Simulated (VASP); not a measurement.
# CuO (P4/nmm) in VASP: notebook

CuO is run at these levels: r2SCAN, PBE; tasks: single point.

Everything below comes from runs of VASP 6.6.1. Logs are shortened: lines on timing, memory, paths and dates and some standing lists are left out, and cuts for length are marked.

## 1. The cell of the first run

It takes space group P4/nmm (No. 129, tetragonal). The conventional cell has a = 3.175 Å, b = 3.175 Å, c = 4.650 Å, α = 90.00°, β = 90.00°, γ = 90.00°. Cu (site symmetry -4m2) has 4 O at 2.02 Å and 4 Cu at 2.25 Å within 2.7 Å. Within 2.7 Å of O (site symmetry 4mm) lie 4 Cu at 2.02 Å.

## 2. Single point, r2SCAN

POSCAR

```
CuO
1.0
    3.1754955000      0.0000000000      0.0000000000
    0.0000000000      3.1754955000      0.0000000000
    0.0000000000      0.0000000000      4.6495318700
Cu O
2 2
Direct
    0.0000000000      0.0000000000      0.0000000000
    0.5000000000      0.5000000000      0.0000000000
    0.5000000000      0.0000000000      0.2670000000
    0.0000000000      0.5000000000      0.7330000000
```

INCAR.step1

```
PREC = Accurate
ENCUT = 520
ISMEAR = -1
SIGMA = 0.05
LREAL = F
LASPH = T
NELM = 60
NBANDS = 25
GGA = PE
ALGO = Normal
EDIFF = 1E-4
LWAVE = T
LCHARG = F
```

INCAR.step2

```
PREC = Accurate
ENCUT = 520
EDIFF = 1E-7
ISMEAR = -1
SIGMA = 0.05
LREAL = F
LASPH = T
NELM = 60
ALGO = Normal
ISIF = 2
LWAVE = F
LCHARG = T
METAGGA = R2SCAN
LMIXTAU = T
LELF = T
LVHAR = T
NBANDS = 25
ISTART = 1
```

KPOINTS

```
Automatic mesh
0
Gamma
  5 5 4
```

Potentials or basis: VASP PAW PBE potentials, release 64 (Cu, O).

Command:

```sh
$ cat potpaw_PBE.64/Cu/POTCAR potpaw_PBE.64/O/POTCAR > POTCAR
$ cp INCAR.step1 INCAR
$ mpirun -np 1 vasp_std > vasp.out
$ cp INCAR.step2 INCAR
$ mpirun -np 1 vasp_std > vasp.out
```

OUTCAR:

```text
PREC = Accurate
   ENCUT = 520
   EDIFF = 1E-7
   ISMEAR = -1
   LREAL = F
   LASPH = T
   NELM = 60
   ISIF = 2
   METAGGA = R2SCAN
   ISTART = 1

 ion  position               nearest neighbor table
   1  0.000  0.000  0.000-   3 2.02   4 2.02   4 2.02   3 2.02   2 2.25   2 2.25   2 2.25   2 2.25

   2  0.500  0.500  0.000-   3 2.02   4 2.02   3 2.02   4 2.02   1 2.25   1 2.25   1 2.25   1 2.25

   3  0.500  0.000  0.267-   1 2.02   2 2.02   2 2.02   1 2.02
   4  0.000  0.500  0.733-   1 2.02   2 2.02   1 2.02   2 2.02

  LATTYP: Found a simple tetragonal cell.
 ALAT       =     3.1754955000
 C/A-ratio  =     1.4641909806

  Lattice vectors:

 A1 = (   3.1754955000,   0.0000000000,   0.0000000000)
 A2 = (   0.0000000000,   3.1754955000,   0.0000000000)
 A3 = (   0.0000000000,   0.0000000000,   4.6495318700)

Analysis of symmetry for initial positions (statically):
=====================================================================
 Subroutine PRICEL returns:
 Original cell was already a primitive cell.

 Routine SETGRP: Setting up the symmetry group for a
 simple tetragonal supercell.

 Subroutine GETGRP returns: Found 16 space group operations
 (whereof  8 operations were pure point group operations)
 out of a pool of 16 trial point group operations.

The static configuration has the point symmetry D_2d.
 The point group associated with its full space group is D_4h.

Analysis of symmetry for dynamics (positions and initial velocities):
=====================================================================
 Subroutine PRICEL returns:
 Original cell was already a primitive cell.

 Routine SETGRP: Setting up the symmetry group for a
 simple tetragonal supercell.

 Subroutine GETGRP returns: Found 16 space group operations
 (whereof  8 operations were pure point group operations)
 out of a pool of 16 trial point group operations.

The dynamic configuration has the point symmetry D_2d.
 The point group associated with its full space group is D_4h.

 Subroutine INISYM returns: Found 16 space group operations
 (whereof  8 operations are pure point group operations),
 and found     1 'primitive' translations

----------------------------------------------------------------------------------------

                                     Primitive cell

  volume of cell :      46.8848

  direct lattice vectors                    reciprocal lattice vectors
     3.175495500  0.000000000  0.000000000     0.314911484  0.000000000  0.000000000
[... 83 lines left out ...]
   EDIFF  = 0.1E-06   stopping-criterion for ELM
   LREAL  =      F    real-space projection
   EDIFFG = 0.1E-05   stopping-criterion for IOM
   NSW    =      0    number of steps for IOM
   IBRION =     -1    ionic relax: 0-MD 1-quasi-New 2-CG
   NFREE  =      0    steps in history (QN), initial steepest desc. (CG)
   ISIF   =      2    stress and relaxation
   ISYM   =      2    0-nonsym 1-usesym 2-fastsym
   POTIM  = 0.5000    time-step for ionic-motion
   TEBEG  =    0.0;   TEEND  =   0.0 temperature during run
   PSTRESS=    0.0 pullay stress
   NELECT =      34.0000    total number of electrons
   NUPDOWN=      -1.0000    fix difference up-down
   EMIN   =  10.00;   EMAX   =-10.00  energy-range for DOS
   EFERMI =   0.00;   METHOD = LEGACY
   ISMEAR =    -1;   SIGMA  =   0.05  broadening in eV -4-tet -1-fermi 0-gaus
   EFERMI_NEDOS =   21; number of points for ismear=-14 and -15
   IALGO  =     38    algorithm
   IMIX   =      4    mixing-type and parameters
     AMIX     =   0.40;   BMIX     =  1.00
     AMIX_MAG =   1.60;   BMIX_MAG =  1.00
  volume/ion in A,a.u.               =      11.72        79.10
  Fermi-wavevector in a.u.,A,eV,Ry     =   1.470812  2.779431 29.433305  2.163287
  Thomas-Fermi vector in A             =   2.586023
   LORBIT       =      0    0 simple, 1 ext, 2 COOP (PROOUT), +10 PAW based schemes
   METAGGA = R2SCAN    functional components
   LHFCALC =     F    Hartree Fock is set to
   AEXX    =    0.0000 exact exchange contribution
   IVDW    =     0    specifies the selected vdW correction
   LEPSILON=     F    determine dielectric tensor
   LRPA    =     F    only Hartree local field effects (RPA)
 non-spin polarized calculation
  energy-cutoff  :      520.00
  volume of cell :       46.88
 maximum number of plane-waves:      1277
 NGX is ok and might be reduce to    24
   NGX = 11   NGY = 11   NGZ = 17

 number of electron      34.0000035 magnetization

 Free energy of the ion-electron system (eV)
  ---------------------------------------------------
  ext. energy  EPLUGINS =         0.00000000
  ---------------------------------------------------
  free energy    TOTEN  =       -32.56810487 eV

  energy without entropy =      -32.51419002  energy(sigma->0) =      -32.54114744

 E-fermi :   2.7651     XC(G=0): -11.4483

 val. band max:        2.7575204656   @ k =   0.2000   0.0000   0.0000
 cond. band min:       2.7993865050   @ k =   0.4000   0.0000   0.2500
 fundamental gap:      0.0418660395
 Fermi energy:         2.7651020286

 k-point     1 :       0.0000    0.0000    0.0000
  band No.  band energies     occupation
      1     -16.7844      2.00000
      2     -16.0134      2.00000
      3      -3.7429      2.00000
      4      -2.7847      2.00000
      5      -2.2561      2.00000
      6      -2.2561      2.00000
[... 493 lines left out ...]
     24      16.8752      0.00000
     25      17.8057      0.00000

------------------------ aborting loop because EDIFF is reached ----------------------------------------

  FORCE on cell =-STRESS in cart. coord.  units (eV):
  Direction    XX          YY          ZZ          XY          YZ          ZX
  --------------------------------------------------------------------------------------
  -------------------------------------------------------------------------------------
  Total        7.1189904      7.1189904     -4.3680401      0.0000000      0.0000000     -0.0000000
  in kB      243.2745953    243.2745953   -149.2673993      0.0000000      0.0000000     -0.0000000
  external PRESSURE =     112.4272638 kB  Pullay stress =       0.0000000 kB

 VOLUME and BASIS-vectors are now :
 -----------------------------------------------------------------------------
  energy-cutoff  :      520.00
  volume of cell :       46.88
      direct lattice vectors                 reciprocal lattice vectors
     3.175495500  0.000000000  0.000000000     0.314911484  0.000000000  0.000000000
     0.000000000  3.175495500  0.000000000     0.000000000  0.314911484  0.000000000
     0.000000000  0.000000000  4.649531870     0.000000000  0.000000000  0.215075416

 POSITION                                       TOTAL-FORCE (eV/Angst)
 -----------------------------------------------------------------------------------
      0.00000      0.00000      0.00000         0.000000     -0.000000      0.000000
      1.58775      1.58775      0.00000        -0.000000      0.000000      0.000000
      1.58775      0.00000      1.24143         0.000000      0.000000     -1.347528
      0.00000      1.58775      3.40811        -0.000000      0.000000      1.347528
 -----------------------------------------------------------------------------------
    total drift:                                0.000000     -0.000000     -0.000000

  FREE ENERGIE OF THE ION-ELECTRON SYSTEM (eV)
  ---------------------------------------------------
  free  energy   TOTEN  =       -32.5681048740 eV

  energy  without entropy=      -32.5141900159  energy(sigma->0) =      -32.54114744
```

OUTCAR.step1:

```text
PREC = Accurate
   ENCUT = 520
   ISMEAR = -1
   LREAL = F
   LASPH = T
[... 727 lines left out ...]
      0.00000      0.00000      0.00000        -0.000000     -0.000000      0.000000
      1.58775      1.58775      0.00000        -0.000000      0.000000      0.000000
      1.58775      0.00000      1.24143         0.000000      0.000000     -0.807543
      0.00000      1.58775      3.40811        -0.000000     -0.000000      0.807543
 -----------------------------------------------------------------------------------
    total drift:                                0.000000     -0.000000     -0.000000

  FREE ENERGIE OF THE ION-ELECTRON SYSTEM (eV)
  ---------------------------------------------------
  free  energy   TOTEN  =       -16.1325325581 eV

  energy  without entropy=      -16.0747248995  energy(sigma->0) =      -16.10362873
```

OSZICAR.step1:

```text
N       E                     dE             d eps       ncg     rms          rms(c)
DAV:   1     0.311927066204E+03    0.31193E+03   -0.16504E+04   932   0.211E+03
DAV:   2     0.181905396855E+02   -0.29374E+03   -0.27182E+03   926   0.398E+02
DAV:   3    -0.213859215849E+02   -0.39576E+02   -0.37112E+02  1082   0.161E+02
DAV:   4    -0.229901972907E+02   -0.16043E+01   -0.15921E+01  1128   0.350E+01
DAV:   5    -0.230295119294E+02   -0.39315E-01   -0.39306E-01  1130   0.515E+00    0.193E+01
DAV:   6    -0.240251591341E+02   -0.99565E+00   -0.50980E+01  1321   0.199E+02    0.182E+01
DAV:   7    -0.160619565413E+02    0.79632E+01   -0.15085E+01  1190   0.120E+02    0.333E+00
DAV:   8    -0.162167295096E+02   -0.15477E+00   -0.20719E+00   983   0.107E+01    0.246E+00
DAV:   9    -0.161627977792E+02    0.53932E-01   -0.75284E-02  1241   0.543E+00    0.170E+00
DAV:  10    -0.161420910998E+02    0.20707E-01   -0.21542E-02  1399   0.267E+00    0.988E-01
DAV:  11    -0.161348085996E+02    0.72825E-02   -0.71734E-03  1451   0.187E+00    0.545E-01
DAV:  12    -0.161332669956E+02    0.15416E-02   -0.56254E-03  1331   0.834E-01    0.282E-01
DAV:  13    -0.161325026227E+02    0.76437E-03   -0.12184E-03  1391   0.112E+00    0.833E-02
DAV:  14    -0.161325325581E+02   -0.29935E-04   -0.64781E-04  1019   0.188E-01
   1 F= -.16132533E+02 E0= -.16103629E+02  d E =-.578077E-01
```

It took 36 s on 1 thread of Intel Xeon 6975P-C (Granite Rapids), shared host; peak memory 0.16 GiB.

Results:

* Free energy: -32.5681 eV
* Pressure: 11.2 GPa
* Largest force: 1.348 eV/Å
* Band gap on the k mesh: zero (band 17 reaches 3.24 eV, above the bottom of band 18 at 2.35 eV)

Forces on the atoms (eV/Å):
```
Cu   0.000  0.000  0.000
Cu   0.000  0.000  0.000
O    0.000  0.000 -1.348
O    0.000  0.000  1.348
```

Levels at points of the mesh, in eV from the Fermi level:
```csv
k point,band 13,band 14,band 15,band 16,band 17,band 18,band 19,band 20,band 21,band 22
"(0.00, 0.00, 0.00)",-1.08,-1.08,-0.57,-0.30,0.48,0.48,1.50,6.97,11.74,11.74
"(0.00, 0.00, 0.50)",-0.96,-0.96,-0.75,-0.57,0.29,0.29,3.12,6.14,11.73,11.73
```

Caveat: the k points lie up to 0.40 Å⁻¹ apart; the PAW data sets were made with another functional, which shifts forces and pressure a little; semilocal functionals often make such compounds metallic where correlation or magnetic order opens a gap, which also shifts bond lengths. With open d or f shells a metallic result of r2SCAN can be an artefact of self-interaction; +U or a hybrid may open a gap.

## 3. Single point, PBE

INCAR

```
PREC = Accurate ; ENCUT = 520
EDIFF = 1E-6 ; ISMEAR = -1
SIGMA = 0.03 ; LREAL = False
LASPH = True ; NELM = 100
ALGO = Normal ; ISIF = 2
LWAVE = False ; LCHARG = False
GGA = PE ; NBANDS = 25
```

KPOINTS is that of step 2.

POSCAR is that of step 2.

Potentials or basis: VASP PAW PBE potentials, release 64 (Cu, O).

Command:

```sh
$ cat potpaw_PBE.64/Cu/POTCAR potpaw_PBE.64/O/POTCAR > POTCAR
$ mpirun -np 1 vasp_std > vasp.out
```

Wall time 46 s (1 thread of AMD EPYC 7R13, shared host); peak memory 0.13 GiB.

It converged, with:

```yaml
Free_energy: -16.1140 eV
Pressure: 17.3 GPa
Largest_force: 0.817 eV/Å
Band_gap_on_the_k_mesh: zero (band 17 reaches 3.54 eV, above the bottom of band 18 at 2.73 eV)
```

Forces on the atoms (eV/Å):
```
Cu   0.000  0.000  0.000
Cu   0.000  0.000  0.000
O    0.000  0.000 -0.817
O    0.000  0.000  0.817
```

Stress tensor (GPa, compression positive):
```
30.00  0.00  0.00
 0.00 30.00  0.00
 0.00  0.00 -8.04
```

Levels at points of the mesh, in eV from the Fermi level:
| k point | band 14 | band 15 | band 16 | band 17 | band 18 | band 19 | band 20 | band 21 |
| --- | --- | --- | --- | --- | --- | --- | --- | --- |
| (0.00, 0.00, 0.00) | -1.06 | -0.48 | -0.29 | 0.45 | 0.45 | 1.17 | 6.53 | 10.98 |
| (0.00, 0.00, 0.50) | -0.95 | -0.73 | -0.48 | 0.27 | 0.27 | 2.76 | 5.69 | 10.97 |

Caveat: the k points lie up to 0.40 Å⁻¹ apart; semilocal functionals often make such compounds metallic where correlation or magnetic order opens a gap, which also shifts bond lengths. With open d or f shells a metallic result of PBE can be an artefact of self-interaction; +U or a hybrid may open a gap.

## 4. Single point, PBE

INCAR

```
ALGO = Normal
EDIFF = 1E-6
ENCUT = 520
GGA = PE
ISIF = 2
ISMEAR = -1
LASPH = T
LCHARG = T
LELF = T
LREAL = F
LVHAR = T
LWAVE = F
NBANDS = 25
NELM = 80
PREC = Accurate
SIGMA = 0.05
```

KPOINTS

```
k-points
0
Gamma
  8 8 6
```

POSCAR is that of step 3.

Command:

```sh
$ cat potpaw_PBE.64/Cu/POTCAR potpaw_PBE.64/O/POTCAR > POTCAR
$ mpirun -np 1 vasp_std > vasp.out
```

Run time: 34 s. Hardware: 1 thread of Intel Xeon Platinum 8488C (Sapphire Rapids), shared host; peak memory 0.19 GiB.

The run converged. Its results:

| Quantity | Value |
| --- | --- |
| Free energy | -16.1329 eV |
| Pressure | 17.5 GPa |
| Largest force | 0.818 eV/Å |
| Band gap on the k mesh | zero (band 17 reaches 3.54 eV, above the bottom of band 18 at 2.69 eV) |

Forces on the atoms (eV/Å):
```
Cu   0.000  0.000  0.000
Cu   0.000  0.000  0.000
O    0.000  0.000 -0.818
O    0.000  0.000  0.818
```

Stress tensor (GPa, compression positive):
```
30.12  0.00  0.00
 0.00 30.12  0.00
 0.00  0.00 -7.77
```

Levels at points of the mesh, in eV from the Fermi level:
```csv
k point,band 14,band 15,band 16,band 17,band 18,band 19,band 20,band 21
"(0.00, 0.00, 0.00)",-1.08,-0.51,-0.31,0.44,0.44,1.15,6.51,10.97
"(0.50, 0.00, 0.00)",-2.32,-0.26,-0.26,0.00,0.00,5.28,5.28,10.65
"(0.50, 0.50, 0.00)",-1.66,-1.54,-1.54,-0.41,-0.41,5.61,5.61,9.30
"(0.00, 0.00, 0.50)",-0.96,-0.74,-0.51,0.26,0.26,2.75,5.68,10.95
"(0.50, 0.00, 0.50)",-2.36,0.03,0.03,0.10,0.10,5.11,5.11,9.76
"(0.50, 0.50, 0.50)",-1.77,-1.66,-1.66,-0.30,-0.30,6.52,6.52,9.29
```

Caveat: semilocal functionals often make such compounds metallic where correlation or magnetic order opens a gap, which also shifts bond lengths. With open d or f shells a metallic result of PBE can be an artefact of self-interaction; +U or a hybrid may open a gap.

## 5. The runs side by side

| level | k mesh | smearing | gap on the mesh (eV) | pressure (GPa) | largest force (eV/Å) |
| --- | --- | --- | --- | --- | --- |
| r2SCAN | 5 × 5 × 4 | fermi-dirac 0.05 eV | none | 11.2 | 1.35 |
| PBE | 5 × 5 × 4 | fermi-dirac 0.03 eV | none | 17.3 | 0.82 |
| PBE | 8 × 8 × 6 | fermi-dirac 0.05 eV | none | 17.5 | 0.82 |

Alike in all rows: task single point; potentials or basis VASP PAW PBE potentials, release 64 (Cu, O); no spin polarisation; cell as given; cutoff (eV) 520.

Caveats: some runs use coarse meshes; semilocal functionals often make such compounds metallic where correlation or magnetic order opens a gap, which also shifts bond lengths; the PAW data sets were made with another functional, which shifts forces and pressure a little (some runs).

Total energies depend on the potentials used, so only differences within one code and one set of settings carry meaning.
